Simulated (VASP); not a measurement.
Write the native input for VASP 6.6.1 that does the following.

| Item | Value |
| --- | --- |
| Task | single point |
| Functional | PBE |
| Potentials or basis | VASP PAW PBE potentials, release 64 (K_sv, Nb_sv, C) |
| Cutoff | 520 eV |
| k mesh | 4 × 4 × 4 |
| Occupations | gaussian, width 0.1 eV |
| Spin | no spin polarisation |
| Dipole correction | no |
| Further INCAR settings | ALGO = Normal; EDIFF = 1e-06; NBANDS = 20 |

The structure of KNbC lies in POSCAR:

```
KNbC
1.0
    4.2852484600      0.0000000000      0.0000000000
    0.0000000000      4.2852484600      0.0000000000
    0.0000000000      0.0000000000      4.2481391100
K Nb C
1 1 1
Direct
    0.5000000000      0.5000000000      0.0000000000
    0.0000000000      0.0000000000      0.0000000000
    0.5000000000      0.5000000000      0.5000000000
```

The cell was built from a structure type or drawn by symmetry, and may not be a known phase.

The input as run:

INCAR

```
  PREC = Accurate
  ENCUT = 520
  EDIFF = 1E-6
  ISMEAR = 0
  SIGMA = 0.1
  LREAL = F
  LASPH = T
  NELM = 80
  ALGO = Normal
  ISIF = 2
  LWAVE = F
  LCHARG = T
  GGA = PE
  LELF = T
  LVHAR = T
  NBANDS = 20
```

KPOINTS

```
Automatic mesh
0
Gamma
  4 4 4
```

Potentials or basis: VASP PAW PBE potentials, release 64 (K_sv, Nb_sv, C).

Run with:

```sh
$ cat potpaw_PBE.64/K_sv/POTCAR potpaw_PBE.64/Nb_sv/POTCAR potpaw_PBE.64/C/POTCAR > POTCAR
$ mpirun -np 1 vasp_std > vasp.out
```

It gave:

```
Pressure               : 0.3 GPa
Band gap on the k mesh : zero (bands 13 and 14 overlap by 0.89 eV)
```

Caveat: the k points lie up to 0.37 Å⁻¹ apart, too coarse for converged energies and pressures of a metal.

Run time: 31 s on 1 thread of Intel Xeon 8259CL, with other jobs on the host, peak memory 0.19 GiB.
